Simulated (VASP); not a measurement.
# LiF (I4/mmm) in VASP: a series of runs, part 2 of 2

VASP 6.6.1.

## (4) Single point, PBE (strain +0.000 along x and y, +0.040 along z)

INCAR

```
SYSTEM = LiF
  ALGO = Normal
  EDIFF = 1E-7
  ENCUT = 520
  GGA = PE
  ISIF = 2
  ISMEAR = 0
  LASPH = .True.
  LCHARG = .True.
  LELF = .True.
  LREAL = .False.
  LVHAR = .True.
  LWAVE = .False.
  NBANDS = 12
  NELM = 80
  PREC = Accurate
  SIGMA = 0.05
```

KPOINTS

```
k-points
0
Gamma
  10 10 10
  0 0 0
```

POSCAR

```
LiF
1.0
    0.0000000000      2.0140000000      2.0945600000
    2.0140000000      0.0000000000      2.0945600000
    2.0140000000      2.0140000000      0.0000000000
Li F
1 1
Direct
    0.0000000000      0.0000000000      0.0000000000
    0.5000000000      0.5000000000      0.5000000000
```

Potentials or basis: VASP PAW PBE potentials, release 64 (Li_sv, F).

The run is started by

```bash
$ cat potpaw_PBE.64/Li_sv/POTCAR potpaw_PBE.64/F/POTCAR > POTCAR
$ mpirun -np 1 vasp_std > vasp.out
```

OUTCAR:

```text
SYSTEM = LiF
   EDIFF = 1E-7
   ENCUT = 520
   GGA = PE
   ISIF = 2
   ISMEAR = 0
   LASPH = .True.
   LREAL = .False.
   NELM = 80
   PREC = Accurate

 ion  position               nearest neighbor table
   1  0.000  0.000  0.000-   2 2.01   2 2.01   2 2.01   2 2.01   2 2.09   2 2.09
   2  0.500  0.500  0.500-   1 2.01   1 2.01   1 2.01   1 2.01   1 2.09   1 2.09

  LATTYP: Found a body centered tetragonal cell.
 ALAT       =     2.8482261146
 C/A-ratio  =     1.4707821049

  Lattice vectors:

 A1 = (  -2.0140000000,   0.0000000000,   2.0945600000)
 A2 = (   2.0140000000,   0.0000000000,   2.0945600000)
 A3 = (   0.0000000000,   2.0140000000,  -2.0945600000)

Analysis of symmetry for initial positions (statically):
=====================================================================
 Subroutine PRICEL returns:
 Original cell was already a primitive cell.

 Routine SETGRP: Setting up the symmetry group for a
 body centered tetragonal supercell.

 Subroutine GETGRP returns: Found 16 space group operations
 (whereof 16 operations were pure point group operations)
 out of a pool of 16 trial point group operations.

The static configuration has the point symmetry D_4h.

Analysis of symmetry for dynamics (positions and initial velocities):
=====================================================================
 Subroutine PRICEL returns:
 Original cell was already a primitive cell.

 Routine SETGRP: Setting up the symmetry group for a
 body centered tetragonal supercell.

 Subroutine GETGRP returns: Found 16 space group operations
 (whereof 16 operations were pure point group operations)
 out of a pool of 16 trial point group operations.

The dynamic configuration has the point symmetry D_4h.

 Subroutine INISYM returns: Found 16 space group operations
 (whereof 16 operations are pure point group operations),
 and found     1 'primitive' translations

----------------------------------------------------------------------------------------

                                     Primitive cell

  volume of cell :      16.9919

  direct lattice vectors                    reciprocal lattice vectors
     0.000000000  2.014000000  2.094560000    -0.248262165  0.248262165  0.238713620
     2.014000000  0.000000000  2.094560000     0.248262165 -0.248262165  0.238713620
     2.014000000  2.014000000  0.000000000     0.248262165  0.248262165 -0.238713620

  length of vectors
     2.905749059  2.905749059  2.848226115     0.424561418  0.424561418  0.424561418

  position of ions in fractional coordinates (direct lattice)
     0.000000000  0.000000000  0.000000000
     0.500000000  0.500000000  0.500000000

  ion indices of the primitive-cell ions
   primitive index   ion index
                 1           1
                 2           2

----------------------------------------------------------------------------------------

 KPOINTS: k-points

Automatic generation of k-mesh.
 Grid dimensions read from file:
 generate k-points for:   10   10   10

 Generating k-lattice:

  Cartesian coordinates                     Fractional coordinates (reciprocal lattice)
    -0.024826216  0.024826216  0.023871362     0.100000000 -0.000000000  0.000000000
     0.024826216 -0.024826216  0.023871362    -0.000000000  0.100000000  0.000000000
     0.024826216  0.024826216 -0.023871362     0.000000000  0.000000000  0.100000000

  Length of vectors
     0.042456142  0.042456142  0.042456142

  Shift w.r.t. Gamma in fractional coordinates (k-lattice)
     0.000000000  0.000000000  0.000000000

 Subroutine IBZKPT returns following result:
 ===========================================

 Found    102 irreducible k-points:

 Following reciprocal coordinates:
            Coordinates               Weight
  0.000000  0.000000  0.000000      1.000000
  0.100000 -0.000000  0.000000      8.000000
  0.200000 -0.000000  0.000000      8.000000
  0.300000  0.000000  0.000000      8.000000
  0.400000 -0.000000  0.000000      8.000000
  0.500000 -0.000000  0.000000      4.000000
[... 16 lines left out ...]
  0.300000  0.300000  0.000000      2.000000
  0.400000  0.300000  0.000000      8.000000
 [... further k-points ...]
   k-points           NKPTS =    102   k-points in BZ     NKDIM =    102   number of bands    NBANDS=     12
   number of dos      NEDOS =    301   number of ions     NIONS =      2
   total plane-waves  NPLWV =  13824
   dimension x,y,z NGX =    24 NGY =   24 NGZ =   24
   dimension x,y,z NGXF=    48 NGYF=   48 NGZF=   48
   ions per type =               1   1
   NGX,Y,Z   is equivalent  to a cutoff of  13.73, 13.73, 14.01 a.u.
   NGXF,Y,Z  is equivalent  to a cutoff of  27.46, 27.46, 28.02 a.u.
 SYSTEM =  LiF
   PREC   = accura    normal or accurate (medium, high low for compatibility)
   ISTART =      0    job   : 0-new  1-cont  2-samecut
   ICHARG =      2    charge: 1-file 2-atom 10-const
   ISPIN  =      1    spin polarized calculation?
   LNONCOLLINEAR =      F non collinear calculations
   LSORBIT =      F    spin-orbit coupling
   LASPH  =      T    aspherical Exc in radial PAW
   ENCUT  =  520.0 eV  38.22 Ry    6.18 a.u.   5.40  5.40  5.30*2*pi/ulx,y,z
   NELM   =     80;   NELMIN=  2; NELMDL= -5     # of ELM steps
   EDIFF  = 0.1E-06   stopping-criterion for ELM
   LREAL  =      F    real-space projection
   EDIFFG = 0.1E-05   stopping-criterion for IOM
   NSW    =      0    number of steps for IOM
   IBRION =     -1    ionic relax: 0-MD 1-quasi-New 2-CG
   NFREE  =      0    steps in history (QN), initial steepest desc. (CG)
   ISIF   =      2    stress and relaxation
   ISYM   =      2    0-nonsym 1-usesym 2-fastsym
   POTIM  = 0.5000    time-step for ionic-motion
   TEBEG  =    0.0;   TEEND  =   0.0 temperature during run
   PSTRESS=    0.0 pullay stress
   NELECT =      10.0000    total number of electrons
   NUPDOWN=      -1.0000    fix difference up-down
   EMIN   =  10.00;   EMAX   =-10.00  energy-range for DOS
   EFERMI =   0.00;   METHOD = LEGACY
   ISMEAR =     0;   SIGMA  =   0.05  broadening in eV -4-tet -1-fermi 0-gaus
   EFERMI_NEDOS =   21; number of points for ismear=-14 and -15
   IALGO  =     38    algorithm
   IMIX   =      4    mixing-type and parameters
     AMIX     =   0.40;   BMIX     =  1.00
     AMIX_MAG =   1.60;   BMIX_MAG =  1.00
  volume/ion in A,a.u.               =       8.50        57.33
  Fermi-wavevector in a.u.,A,eV,Ry     =   1.371916  2.592546 25.608261  1.882154
  Thomas-Fermi vector in A             =   2.497570
   LORBIT       =      0    0 simple, 1 ext, 2 COOP (PROOUT), +10 PAW based schemes
   GGA     = PE    functional components
   LHFCALC =     F    Hartree Fock is set to
   AEXX    =    0.0000 exact exchange contribution
   IVDW    =     0    specifies the selected vdW correction
   LEPSILON=     F    determine dielectric tensor
   LRPA    =     F    only Hartree local field effects (RPA)
 non-spin polarized calculation
 Gauss-broadening in eV      SIGMA  =   0.05
  energy-cutoff  :      520.00
  volume of cell :       16.99
 maximum number of plane-waves:       475
 NGX is ok and might be reduce to    24
   NGX = 11   NGY = 11   NGZ = 11

 number of electron      10.0000000 magnetization

 Free energy of the ion-electron system (eV)
  ---------------------------------------------------
  ext. energy  EPLUGINS =         0.00000000
  ---------------------------------------------------
  free energy    TOTEN  =        -9.63745124 eV

  energy without entropy =       -9.63745124  energy(sigma->0) =       -9.63745124

 E-fermi :  -0.8500     XC(G=0):  -9.7904

 val. band max:       -1.2013761098   @ k =   0.0000   0.0000   0.0000
 cond. band min:       7.4902319877   @ k =   0.0000   0.0000   0.0000
 fundamental gap:      8.6916080976
 Fermi energy:        -0.8500246348

 k-point     1 :       0.0000    0.0000    0.0000
  band No.  band energies     occupation
      1     -42.2578      2.00000
      2     -21.1215      2.00000
      3      -1.2813      2.00000
      4      -1.2813      2.00000
      5      -1.2014      2.00000
      6       7.4902      0.00000
      7      21.6455      0.00000
      8      22.4879      0.00000
      9      22.5034      0.00000
     10      22.5034      0.00000
     11      22.8163      0.00000
     12      22.8163      0.00000
[... 331 lines left out ...]
 k-point    24 :       0.4000    0.3000    0.0000
  band No.  band energies     occupation
      1     -42.2105      2.00000
      2     -20.6537      2.00000
      3      -3.4699      2.00000
      4      -2.0380      2.00000
      5      -1.9180      2.00000
      6      11.2356      0.00000
      7      15.5669      0.00000
      8      16.7115      0.00000
      9      18.8727      0.00000
     10      19.9405      0.00000
     11      31.5012      0.00000
     12      33.2831      0.00000

 [... further k-points ...]
[... 5 lines left out ...]
  --------------------------------------------------------------------------------------
  -------------------------------------------------------------------------------------
  Total       -0.0150346     -0.0150346     -0.2510403      0.0000000      0.0000000      0.0000000
  in kB       -1.4176189     -1.4176189    -23.6707650      0.0000000      0.0000000      0.0000000
  external PRESSURE =      -8.8353343 kB  Pullay stress =       0.0000000 kB

 VOLUME and BASIS-vectors are now :
 -----------------------------------------------------------------------------
  energy-cutoff  :      520.00
  volume of cell :       16.99
      direct lattice vectors                 reciprocal lattice vectors
     0.000000000  2.014000000  2.094560000    -0.248262165  0.248262165  0.238713620
     2.014000000  0.000000000  2.094560000     0.248262165 -0.248262165  0.238713620
     2.014000000  2.014000000  0.000000000     0.248262165  0.248262165 -0.238713620

 POSITION                                       TOTAL-FORCE (eV/Angst)
 -----------------------------------------------------------------------------------
      0.00000      0.00000      0.00000         0.000000     -0.000000      0.000000
      2.01400      2.01400      2.09456        -0.000000      0.000000      0.000000
 -----------------------------------------------------------------------------------
    total drift:                               -0.000000     -0.000000      0.000000

  FREE ENERGIE OF THE ION-ELECTRON SYSTEM (eV)
  ---------------------------------------------------
  free  energy   TOTEN  =        -9.6374512425 eV

  energy  without entropy=       -9.6374512425  energy(sigma->0) =       -9.63745124
```

Run time: 9.3 s. Hardware: 1 thread of Intel Xeon Platinum 8559C (Emerald Rapids), shared host; peak memory 0.14 GiB.

Results:

```
Free energy            : -9.6375 eV
Band gap on the k mesh : 8.69 eV, direct
```

Caveat: the cell differs from its parent crystal (strain +0.000 along x and y, +0.040 along z); the cutoff is under 1.25 times the usual one of these potentials, so pressure, stress and relaxed cells hold a basis-set (Pulay) error.

## (5) Single point, PBE (strain +0.000 along x and y, +0.080 along z)

INCAR is that of step 4.

KPOINTS is that of step 4.

POSCAR

```
LiF
1.0
    0.0000000000      2.0140000000      2.1751200000
    2.0140000000      0.0000000000      2.1751200000
    2.0140000000      2.0140000000      0.0000000000
Li F
1 1
Direct
    0.0000000000      0.0000000000      0.0000000000
    0.5000000000      0.5000000000      0.5000000000
```

The run is started by

```bash
$ cat potpaw_PBE.64/Li_sv/POTCAR potpaw_PBE.64/F/POTCAR > POTCAR
$ mpirun -np 1 vasp_std > vasp.out
```

It took 9.7 s on 1 thread of Intel Xeon Platinum 8559C (Emerald Rapids), shared host; peak memory 0.14 GiB.

It converged, with:

| Quantity | Value |
| --- | --- |
| Free energy | -9.6244 eV |
| Band gap on the k mesh | 8.34 eV, direct |

Levels at points of the mesh, in eV from the valence-band top:
| k point | band 1 | band 2 | band 3 | band 4 | band 5 | band 6 | band 7 | band 8 | band 9 | band 10 |
| --- | --- | --- | --- | --- | --- | --- | --- | --- | --- | --- |
| (0.00, 0.00, 0.00) | -41.16 | -19.85 | -0.13 | -0.13 | 0.00 | 8.34 | 21.89 | 23.15 | 23.48 | 23.48 |
| (0.50, 0.00, 0.00) | -41.12 | -19.48 | -2.37 | -0.36 | -0.21 | 10.31 | 15.76 | 17.64 | 18.89 | 28.39 |
| (0.50, 0.50, 0.00) | -41.12 | -19.32 | -2.79 | -0.84 | -0.84 | 13.21 | 16.41 | 16.72 | 20.02 | 20.02 |
| (0.50, 0.00, 0.50) | -41.10 | -19.23 | -2.76 | -1.26 | -0.82 | 14.51 | 15.77 | 16.55 | 18.48 | 19.51 |

Caveat: the cell differs from its parent crystal (strain +0.000 along x and y, +0.080 along z); the cutoff is under 1.25 times the usual one of these potentials, so pressure, stress and relaxed cells hold a basis-set (Pulay) error.

## (6) The runs side by side

```csv
cell,gap on the mesh (eV)
"a = 2.792, b = 2.792, c = 2.848 Å, angles 59.3, 59.3, 61.3°, 2 atoms",9.42
"a = 2.851, b = 2.851, c = 2.734 Å, angles 61.3, 61.3, 57.3°, 2 atoms",9.36
"a = 2.906, b = 2.906, c = 2.848 Å, angles 60.7, 60.7, 58.7°, 2 atoms",8.69
"a = 2.964, b = 2.964, c = 2.848 Å, angles 61.3, 61.3, 57.4°, 2 atoms",8.34
```

Alike in all rows: task single point; level PBE; potentials or basis VASP PAW PBE potentials, release 64 (Li_sv, F); no spin polarisation; k mesh 10 × 10 × 10; cutoff (eV) 520; smearing gaussian 0.05 eV.

Caveats: the cutoff is under 1.25 times the usual one of these potentials, so pressure, stress and relaxed cells hold a basis-set (Pulay) error.

Total energies depend on the potentials used, so only differences within one code and one set of settings carry meaning.
